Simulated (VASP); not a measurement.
Input of a VASP 6.6.1 run:

Contents of INCAR:

```
SYSTEM = SnSe2
  PREC = Accurate
  ENCUT = 520
  EDIFF = 1E-6
  ISMEAR = 0
  SIGMA = 0.05
  LREAL = .False.
  LASPH = .True.
  NELM = 60
  ALGO = Normal
  ISIF = 2
  LWAVE = .False.
  LCHARG = .True.
  GGA = PE
  LELF = .True.
  LVHAR = .True.
  NBANDS = 20
```

File KPOINTS:

```
Automatic mesh
0
Gamma
  12 12 6
  0 0 0
```

The input POSCAR:

```
SnSe2
1.0
    3.8109987816      0.0000000000      0.0000000000
   -1.9054993908      3.3004217586      0.0000000000
    0.0000000000      0.0000000000      6.1370000000
Sn Se
1 2
Direct
    0.0627275051      0.0459197208      0.0246952005
    0.3333333333      0.6666666667      0.2500000000
    0.6666666667      0.3333333333      0.7500000000
```

Potentials or basis: VASP PAW PBE potentials, release 64 (Sn_d, Se).

Launch:

```sh
$ cat potpaw_PBE.64/Sn_d/POTCAR potpaw_PBE.64/Se/POTCAR > POTCAR
$ mpirun -np 1 vasp_std > vasp.out
```

Estimate the largest force.

2.931 eV/Å.

Estimate the band gap on the k mesh.

0.32 eV (least direct gap 0.60 eV).

What does it give for the pressure?

7.1 GPa.

Stress tensor (GPa, compression positive):
```
 5.52 -0.89 -0.12
-0.89  8.36  1.44
-0.12  1.44  7.46
```

Caveat: the cell differs from its parent crystal (all Sn atoms moved +0.263 Å, as atom 1 along Cartesian [1 1 1]); the cell stands under pressure; semilocal functionals underestimate gaps, and a narrow one can read as zero; spin-orbit coupling is left out, which moves the levels of the heavy elements; forces of over 1 eV/Å act on the atoms, so gaps and moduli don't describe the material at rest. A k mesh can miss the band edges.
